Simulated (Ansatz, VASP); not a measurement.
# BiTe in VASP and in Ansatz

File INCAR:

```
SYSTEM = BiTe
PREC = Accurate ; ENCUT = 600
EDIFF = 1E-6 ; ISMEAR = 0
SIGMA = 0.1 ; LREAL = .False.
LASPH = .True. ; NELM = 80
ALGO = Normal ; ISIF = 3
LWAVE = .False. ; LCHARG = .False.
GGA = PS ; IBRION = 2
NSW = 100 ; EDIFFG = -0.05
```

File KPOINTS:

```
Automatic mesh
0
Gamma
  6 6 1
  0 0 0
```

File POSCAR:

```
BiTe
1.0
    4.4230000000      0.0000000000      0.0000000000
   -2.2115000000      3.8304303609      0.0000000000
    0.0000000000      0.0000000000     24.0020000000
Bi Te
6 6
Direct
    0.0000000000      0.0000000000      0.1242000000
    0.0000000000      0.0000000000      0.8758000000
    0.3333333333      0.6666666667      0.2908000000
    0.6666666667      0.3333333333      0.7092000000
    0.6666666667      0.3333333333      0.4575000000
    0.3333333333      0.6666666667      0.5425000000
    0.3333333333      0.6666666667      0.0552000000
    0.6666666667      0.3333333333      0.9448000000
    0.6666666667      0.3333333333      0.2149000000
    0.3333333333      0.6666666667      0.7851000000
    0.0000000000      0.0000000000      0.3687000000
    0.0000000000      0.0000000000      0.6313000000
```

Input for Ansatz:

```yaml
crystal:
  lattice:
    - [4.423, 0.0, 0.0]
    - [-2.2115, 3.8304303609, 0.0]
    - [0.0, 0.0, 24.002]
  atoms:
    - { symbol: Bi, position: [0.0, 0.0, 0.1242] }
    - { symbol: Bi, position: [0.0, 0.0, 0.8758] }
    - { symbol: Bi, position: [0.3333333333, 0.6666666667, 0.2908] }
    - { symbol: Bi, position: [0.6666666667, 0.3333333333, 0.7092] }
    - { symbol: Bi, position: [0.6666666667, 0.3333333333, 0.4575] }
    - { symbol: Bi, position: [0.3333333333, 0.6666666667, 0.5425] }
    - { symbol: Te, position: [0.3333333333, 0.6666666667, 0.0552] }
    - { symbol: Te, position: [0.6666666667, 0.3333333333, 0.9448] }
    - { symbol: Te, position: [0.6666666667, 0.3333333333, 0.2149] }
    - { symbol: Te, position: [0.3333333333, 0.6666666667, 0.7851] }
    - { symbol: Te, position: [0.0, 0.0, 0.3687] }
    - { symbol: Te, position: [0.0, 0.0, 0.6313] }
basis:
  ecutwfc: 420
kpoints:
  mp_grid: { grid: [6, 6, 1] }
hamiltonian:
  xc: pbesol
scf:
  occupations: { method: gaussian, width: 0.1 }
output:
  forces: true
  stress: true
  eigenvalues: true
relax:
  adjacent_minimum: "off"
  f_tol: 0.05
  max_steps: 80
  cell: { stress_tol: 0.5 }
```

Alike in both runs: task relaxation of cell and atoms; functional PBEsol; k mesh 6 × 6 × 1; occupations gaussian, width 0.1 eV; no spin polarisation.

|  | VASP | Ansatz |
| --- | --- | --- |
| version | VASP 6.6.1 | Ansatz 0.2.0 |
| potentials or method | VASP PAW PBE potentials, release 64 (Bi_d, Te), cutoff 600 eV | scalar-relativistic, plane waves, PAW |
| valence electrons in the cell | 126 | 186 |

```tsv
	VASP	Ansatz	Ansatz less VASP
gap on the k mesh at the Fermi level, each at its own relaxed structure (eV)	0.31	0.33	+0.015
relaxed volume (Å³/atom)	33.54	33.56	+0.021
relaxed length of the cell vector where the two differ most in proportion (Å)	23.780	23.750	-0.0302
```

VASP's potentials were made for PBE, not for PBEsol. VASP's potentials hold 126 valence electrons a cell and Ansatz's 186, so a difference there can come from the potentials and not from the codes.

Spin-orbit coupling is off throughout.
